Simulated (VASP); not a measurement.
Wanted: the native input for a VASP 6.6.1 run.

| Property | Result |
| --- | --- |
| Task | single point |
| Functional | PBEsol |
| Dispersion | D3(BJ) |
| Potentials or basis | VASP PAW PBE potentials, release 64 (W_sv, Se) |
| Cutoff | 520 eV |
| k mesh | 12 × 12 × 4 |
| Occupations | gaussian, width 0.02 eV |
| Spin | no spin polarisation |
| Dipole correction | no |
| Further INCAR settings | ALGO = Normal; EDIFF = 1e-06; NBANDS = 35 |

The structure of WSe2 lies in POSCAR:

```
WSe2
1.0
    3.3273941253      0.0000000000      0.0000000000
   -1.6636970627      2.8816078409      0.0000000000
    0.0000000000      0.0000000000     12.2671318453
W Se
2 4
Direct
    0.6666666667      0.3333333333      0.2499989805
    0.3333333333      0.6666666667      0.7500010195
    0.3333333333      0.6666666667      0.3840548006
    0.6666666667      0.3333333333      0.8840571681
    0.3333333333      0.6666666667      0.1159428319
    0.6666666667      0.3333333333      0.6159451994
```

The input as run:

INCAR

```
SYSTEM = WSe2
ALGO = Normal
EDIFF = 1E-6
ENCUT = 520
GGA = PS
ISIF = 2
ISMEAR = 0
IVDW = 12
LASPH = .TRUE.
LCHARG = .FALSE.
LREAL = .FALSE.
LWAVE = .FALSE.
NBANDS = 35
NELM = 100
PREC = Accurate
SIGMA = 0.02
```

KPOINTS

```
k-points
0
G
  12 12 4
  0 0 0
```

Potentials or basis: VASP PAW PBE potentials, release 64 (W_sv, Se).

The run is started by

```sh
$ cat potpaw_PBE.64/W_sv/POTCAR potpaw_PBE.64/Se/POTCAR > POTCAR
$ mpirun -np 1 vasp_std > vasp.out
```

It gave:

| Item | Value |
| --- | --- |
| Pressure | -4.2 GPa |
| Largest force | 0.058 eV/Å |
| Band gap on the k mesh | 0.70 eV, indirect (least direct gap 1.30 eV) |
| Dispersion energy per atom | -0.454 eV |

Caveat: the PAW data sets were made with another functional, which shifts forces and pressure a little; spin-orbit coupling is left out, which moves the levels of the heavy elements.

Run time: 2.5 min on 1 thread of Intel(R) Xeon(R) 6975P-C (Granite Rapids) (shared host), peak memory 0.37 GiB.
